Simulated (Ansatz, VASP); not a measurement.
**Al8PdRh7: VASP beside Ansatz**

```
Al Pd Rh
1.0
     5.95464    0.00000    0.00000
     0.00000    5.95464    0.00000
     0.00000    0.00000    5.95464
Al Pd Rh
8 1 7
Direct
  0.00037 0.00037 0.00037
  0.00037 0.00037 0.49963
  0.00037 0.49963 0.00037
  0.00037 0.49963 0.49963
  0.49963 0.00037 0.00037
  0.49963 0.00037 0.49963
  0.49963 0.49963 0.00037
  0.49963 0.49963 0.49963
  0.25000 0.25000 0.25000
  0.25000 0.25000 0.75000
  0.25000 0.75000 0.25000
  0.25000 0.75000 0.75000
  0.75000 0.25000 0.25000
  0.75000 0.25000 0.75000
  0.75000 0.75000 0.25000
  0.75000 0.75000 0.75000
```

Alike in both runs: functional LDA; k mesh 2 × 2 × 2; no spin polarisation.

Ansatz relaxed the structure, and its values are those at the end. VASP's run is a single point on that final structure, the one shown.

|  | VASP | Ansatz |
| --- | --- | --- |
| version | VASP 6.6.1 | Ansatz 0.2.0 |
| potentials or method | VASP PAW LDA potentials, release 64 (Al, Pd, Rh_pv), cutoff 400 eV | plane waves, PAW |
| occupations | methfessel-paxton of order 1, width 0.1 eV | cold, width 0.1 eV |
| valence electrons in the cell | 139 | 161 |

VASP gave:

| Quantity | Value |
| --- | --- |
| gap on the k mesh at the Fermi level (eV) | none |
| rms of the force components (eV/Å) | 0.013 |

Task: Which values does Ansatz return?

Result: gap on the k mesh at the Fermi level (eV): none; rms of the force components (eV/Å): 0.004.

LDA's correlation is that of Perdew and Zunger in VASP and of Perdew and Wang (1992) in Ansatz. A gap of «none» marks a metal or a gap that the smearing closes. VASP's potentials hold 139 valence electrons a cell and Ansatz's 161, so a difference there can come from the potentials and not from the codes.

The k mesh is coarse, so the values compare programs but aren't converged.
